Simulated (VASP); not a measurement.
# PtSe2 (P-3m1) in VASP: notebook, part 2 of 3

VASP 6.6.1. Earlier steps stand in the parts before.

**3. Single point, PBE, collinear spin**

This run uses another cell than the first one, of 20.27 Å³/atom.

The input, INCAR:

```
  PREC = Accurate
  ENCUT = 520
  EDIFF = 1E-6
  ISMEAR = 0
  SIGMA = 0.1
  LREAL = False
  LASPH = True
  NELM = 150
  ALGO = Normal
  ISIF = 2
  LWAVE = False
  LCHARG = False
  ISPIN = 2
  MAGMOM = 1 0 0
  LORBIT = 11
  LMAXMIX = 4
  GGA = PE
  NBANDS = 22
```

The input, KPOINTS:

```
Automatic mesh
0
Gamma
  6 6 4
```

The input, POSCAR:

```
PtSe2
1.0
    3.7240006300      0.0000000000      0.0000000000
   -1.8620003200      3.2250791500      0.0000000000
    0.0000000000      0.0000000000      5.0619998000
Pt Se
1 2
Direct
    0.0000000000      0.0000000000      0.0000000000
    0.3333333300      0.6666666700      0.2500000000
    0.6666666700      0.3333333300      0.7500000000
```

Potentials or basis: VASP PAW PBE potentials, release 64 (Pt, Se).

Launch:

```bash
cat potpaw_PBE.64/Pt/POTCAR potpaw_PBE.64/Se/POTCAR > POTCAR
mpirun -np 1 vasp_std > vasp.out
```

Wall time 1.8 min (1 thread of AMD EPYC 7R13, shared host); peak memory 0.2 GiB.

Results (log left out):

```yaml
Free_energy: -14.1877 eV
Pressure: 7.3 GPa
Largest_force: 0.581 eV/Å
Band_gap_on_the_k_mesh: zero (filled and empty bands overlap)
Net_moment: 0.00 μB per cell
Valence_electrons_inside_the_program's_atomic_spheres: Pt 9.46; Se 3.80
```

Forces in eV/Å, atoms in the order of the input:
```
Pt   0.000  0.000  0.000
Se   0.000  0.000  0.581
Se   0.000  0.000 -0.581
```

Stress tensor (GPa, compression positive):
```
7.95 0.00 0.00
0.00 7.95 0.00
0.00 0.00 6.05
```

Levels at points of the mesh, in eV from the Fermi level:
Spin up:
```
           k point  band 9  band 10  band 11  band 12  band 13  band 14
(0.00, 0.00, 0.00)   -1.08    -1.08     0.40     1.46     1.46     3.60
(0.50, 0.00, 0.00)   -3.52    -3.44    -2.98     0.66     2.35     4.78
(0.00, 0.00, 0.50)   -1.72    -1.51    -1.51     2.30     2.30     4.80
(0.50, 0.00, 0.50)   -3.24    -2.86    -1.39     0.99     1.52     4.56
```
Spin down:
```csv
k point,band 7,band 8,band 9,band 10,band 11,band 12,band 13,band 14,band 15,band 16
"(0.00, 0.00, 0.00)",-4.03,-2.59,-1.08,-1.08,0.40,1.46,1.46,3.61,4.21,7.27
"(0.50, 0.00, 0.00)",-3.72,-3.56,-3.52,-3.44,-2.98,0.66,2.35,4.78,5.83,7.10
"(0.00, 0.00, 0.50)",-4.06,-2.96,-1.72,-1.51,-1.51,2.30,2.30,4.80,6.32,6.75
"(0.50, 0.00, 0.50)",-3.55,-3.53,-3.24,-2.86,-1.39,0.99,1.52,4.56,4.78,7.16
```

Caveat: the cell stands under pressure; spin-orbit coupling is left out, which moves the levels of the heavy elements.

**4. Single point, PBE**

This run uses another cell than the first one, of 26.47 Å³/atom.

The input, INCAR:

```
SYSTEM = PtSe2
PREC = Accurate
ENCUT = 520
EDIFF = 1E-6
ISMEAR = 0
SIGMA = 0.02
LREAL = .False.
LASPH = .True.
NELM = 80
ALGO = Normal
ISIF = 2
LWAVE = .False.
LCHARG = .True.
GGA = PE
LELF = .True.
LVHAR = .True.
NBANDS = 18
```

The input, KPOINTS:

```
Automatic mesh
0
Gamma
  12 12 4
  0 0 0
```

The input, POSCAR:

```
PtSe2
1.0
    3.7515280056      0.0000000000      0.0000000000
   -1.8757640028      3.2489185559      0.0000000000
    0.0000000000      0.0000000000      6.5141502416
Pt Se
1 2
Direct
    0.0000000000      0.0000000000      0.0000000000
    0.3333333333      0.6666666667      0.2005958070
    0.6666666667      0.3333333333      0.7994041930
```

Launch:

```bash
cat potpaw_PBE.64/Pt/POTCAR potpaw_PBE.64/Se/POTCAR > POTCAR
mpirun -np 1 vasp_std > vasp.out
```

Wall time 2.5 min (1 thread of AMD EPYC 7R13, shared host); peak memory 0.22 GiB.

It converged, with:

- Free energy: -14.3031 eV
- Pressure: 0.0 GPa
- Band gap on the k mesh: 0.88 eV (least direct gap 1.03 eV)

Forces on the atoms (eV/Å):
```
Pt   0.000  0.000  0.000
Se   0.000  0.000 -0.002
Se   0.000  0.000  0.002
```

Levels at points of the mesh, in eV from the valence-band top:
| k point | band 7 | band 8 | band 9 | band 10 | band 11 | band 12 | band 13 | band 14 | band 15 | band 16 |
| --- | --- | --- | --- | --- | --- | --- | --- | --- | --- | --- |
| (0.00, 0.00, 0.00) | -3.03 | -1.59 | -0.26 | -0.26 | -0.22 | 2.64 | 2.64 | 4.18 | 5.21 | 8.11 |
| (0.50, 0.00, 0.00) | -2.52 | -2.48 | -2.15 | -2.09 | -1.84 | 1.95 | 2.51 | 4.67 | 6.05 | 7.94 |
| (0.00, 0.00, 0.50) | -3.03 | -1.33 | -1.30 | -0.29 | -0.29 | 2.71 | 2.71 | 5.27 | 5.83 | 7.28 |
| (0.50, 0.00, 0.50) | -2.52 | -2.52 | -2.21 | -2.04 | -1.37 | 2.16 | 2.36 | 4.39 | 5.73 | 7.30 |

Caveat: spin-orbit coupling is left out, which moves the levels of the heavy elements; this functional lacks dispersion, which binds layers or chains, so the pressure and a relaxed spacing across them are unreliable. A k mesh can miss the band edges.

**5. Single point, PBE**

This run uses another cell than the first one, of 26.47 Å³/atom.

The input, INCAR:

```
PREC = Accurate
ENCUT = 520
EDIFF = 1E-7
ISMEAR = 0
SIGMA = 0.02
LREAL = False
LASPH = True
NELM = 100
ALGO = Normal
ISIF = 2
LWAVE = False
LCHARG = False
GGA = PE
NBANDS = 18
```

The input, KPOINTS:

```
Automatic mesh
0
Gamma
  12 12 4
```

POSCAR is that of step 4.

Potentials or basis: VASP PAW PBE potentials, release 64 (Pt, Se).

Launch:

```bash
cat potpaw_PBE.64/Pt/POTCAR potpaw_PBE.64/Se/POTCAR > POTCAR
mpirun -np 1 vasp_std > vasp.out
```

OUTCAR:

```text
PREC = Accurate
   ENCUT = 520
   EDIFF = 1E-7
   ISMEAR = 0
   LREAL = False
   LASPH = True
   NELM = 100
   ISIF = 2
   GGA = PE

 ion  position               nearest neighbor table
   1  0.000  0.000  0.000-   2 2.53   3 2.53   3 2.53   2 2.53   3 2.53   2 2.53
   2  0.333  0.667  0.201-   1 2.53   1 2.53   1 2.53
   3  0.667  0.333  0.799-   1 2.53   1 2.53   1 2.53

  LATTYP: Found a hexagonal cell.
 ALAT       =     3.7515280056
 C/A-ratio  =     1.7363992037

  Lattice vectors:

 A1 = (   3.7515280056,   0.0000000000,   0.0000000000)
 A2 = (  -1.8757640028,   3.2489185559,   0.0000000000)
 A3 = (   0.0000000000,   0.0000000000,   6.5141502416)

Analysis of symmetry for initial positions (statically):
=====================================================================
 Subroutine PRICEL returns:
 Original cell was already a primitive cell.

 Routine SETGRP: Setting up the symmetry group for a
 hexagonal supercell.

 Subroutine GETGRP returns: Found 12 space group operations
 (whereof 12 operations were pure point group operations)
 out of a pool of 24 trial point group operations.

The static configuration has the point symmetry D_3d.
[... 162 lines left out ...]

 E-fermi :   3.1917     XC(G=0):  -8.9764

 val. band max:        3.0341805001   @ k =   0.0833   0.0833   0.0000
 cond. band min:       3.9147131022   @ k =   0.0000   0.2500   0.2500
 fundamental gap:      0.8805326021
 Fermi energy:         3.1917131530

 k-point     1 :       0.0000    0.0000    0.0000
  band No.  band energies     occupation
      1     -11.1536      2.00000
      2      -9.3202      2.00000
      3      -2.3570      2.00000
      4      -2.2345      2.00000
      5      -2.2345      2.00000
      6       0.0015      2.00000
[... 481 lines left out ...]
      5      -1.8934      2.00000
      6      -0.4830      2.00000
[... 10 lines left out ...]
     17      11.4112      0.00000
     18      12.1907      0.00000

 [... further k-points ...]

------------------------ aborting loop because EDIFF is reached ----------------------------------------

  FORCE on cell =-STRESS in cart. coord.  units (eV):
  Direction    XX          YY          ZZ          XY          YZ          ZX
  --------------------------------------------------------------------------------------
  -------------------------------------------------------------------------------------
  Total       -0.0240175     -0.0240175     -0.0152895      0.0000000      0.0000000      0.0000000
  in kB       -0.4846566     -0.4846566     -0.3085321      0.0000000      0.0000000      0.0000000
  external PRESSURE =      -0.4259484 kB  Pullay stress =       0.0000000 kB

 VOLUME and BASIS-vectors are now :
 -----------------------------------------------------------------------------
  energy-cutoff  :      520.00
  volume of cell :       79.40
      direct lattice vectors                 reciprocal lattice vectors
     3.751528006  0.000000000  0.000000000     0.266558053  0.153897364  0.000000000
    -1.875764003  3.248918556  0.000000000     0.000000000  0.307794727  0.000000000
     0.000000000  0.000000000  6.514150242     0.000000000  0.000000000  0.153511964

 POSITION                                       TOTAL-FORCE (eV/Angst)
 -----------------------------------------------------------------------------------
      0.00000      0.00000      0.00000        -0.000000      0.000000      0.000000
     -0.00000      2.16595      1.30671         0.000000      0.000000     -0.002338
      1.87576      1.08297      5.20744        -0.000000     -0.000000      0.002338
 -----------------------------------------------------------------------------------
    total drift:                                0.000000      0.000000      0.000000

  FREE ENERGIE OF THE ION-ELECTRON SYSTEM (eV)
  ---------------------------------------------------
  free  energy   TOTEN  =       -14.3030777510 eV

  energy  without entropy=      -14.3030777510  energy(sigma->0) =      -14.30307775
```

OSZICAR:

```text
N       E                     dE             d eps       ncg     rms          rms(c)
DAV:   1     0.114806990992E+03    0.11481E+03   -0.96042E+03  2500   0.104E+03
DAV:   2    -0.911024208852E+01   -0.12392E+03   -0.11924E+03  3088   0.204E+02
DAV:   3    -0.150945727391E+02   -0.59843E+01   -0.59439E+01  3102   0.457E+01
DAV:   4    -0.151521910047E+02   -0.57618E-01   -0.57597E-01  3054   0.479E+00
DAV:   5    -0.151530652373E+02   -0.87423E-03   -0.87420E-03  3054   0.568E-01    0.119E+01
DAV:   6    -0.145312955532E+02    0.62177E+00   -0.41964E+00  2570   0.192E+01    0.680E+00
DAV:   7    -0.143220891831E+02    0.20921E+00   -0.85619E-01  2558   0.899E+00    0.348E+00
DAV:   8    -0.143056172465E+02    0.16472E-01   -0.56241E-02  2894   0.160E+00    0.756E-01
DAV:   9    -0.143027209741E+02    0.28963E-02   -0.90489E-03  2810   0.924E-01    0.194E-01
DAV:  10    -0.143030579973E+02   -0.33702E-03   -0.17033E-03  2758   0.243E-01    0.532E-02
DAV:  11    -0.143030690967E+02   -0.11099E-04   -0.73976E-05  3172   0.735E-02    0.299E-02
DAV:  12    -0.143030765946E+02   -0.74980E-05   -0.22202E-05  2602   0.316E-02    0.384E-03
DAV:  13    -0.143030772970E+02   -0.70238E-06   -0.22708E-06  3280   0.958E-03    0.176E-03
DAV:  14    -0.143030776009E+02   -0.30386E-06   -0.29966E-07  2576   0.356E-03    0.105E-03
DAV:  15    -0.143030777274E+02   -0.12649E-06   -0.60376E-08  2198   0.156E-03    0.320E-04
DAV:  16    -0.143030777510E+02   -0.23653E-07   -0.81847E-09  1840   0.778E-04
   1 F= -.14303078E+02 E0= -.14303078E+02  d E =-.134788E-30
```

stdout:

```text
POSCAR found type information on POSCAR PtSe
 POSCAR found :  2 types and       3 ions
 scaLAPACK will be used
 LDA part: xc-table for (Slater+PW92), standard interpolation
 POSCAR, INCAR and KPOINTS ok, starting setup
 FFT: planning ... GRIDC
 FFT: planning ... GRID_SOFT
 FFT: planning ... GRID
 WAVECAR not read
 entering main loop
```

Wall time 2.4 min (1 thread of AMD EPYC 7R13, shared host); peak memory 0.22 GiB.

What came out:

```yaml
Free_energy: -14.3031 eV
Pressure: 0.0 GPa
Band_gap_on_the_k_mesh: 0.88 eV (least direct gap 1.03 eV)
```

Forces on the atoms (eV/Å):
```
Pt   0.000  0.000  0.000
Se   0.000  0.000 -0.002
Se   0.000  0.000  0.002
```

Levels at points of the mesh, in eV from the valence-band top:
| k point | band 9 | band 10 | band 11 | band 12 | band 13 | band 14 |
| --- | --- | --- | --- | --- | --- | --- |
| (0.00, 0.00, 0.00) | -0.26 | -0.26 | -0.22 | 2.64 | 2.64 | 4.18 |
| (0.50, 0.00, 0.00) | -2.15 | -2.09 | -1.84 | 1.95 | 2.51 | 4.67 |
| (0.00, 0.00, 0.50) | -1.30 | -0.29 | -0.29 | 2.71 | 2.71 | 5.27 |
| (0.50, 0.00, 0.50) | -2.21 | -2.04 | -1.37 | 2.16 | 2.36 | 4.39 |

Caveat: spin-orbit coupling is left out, which moves the levels of the heavy elements; this functional lacks dispersion, which binds layers or chains, so the pressure and a relaxed spacing across them are unreliable. Expect the measured gap to be larger: semilocal functionals such as PBE lack the derivative discontinuity.

(Part 2 of 3 ends here.)

The gap in the log of VASP goes by the Fermi energy; the results here count the filled bands.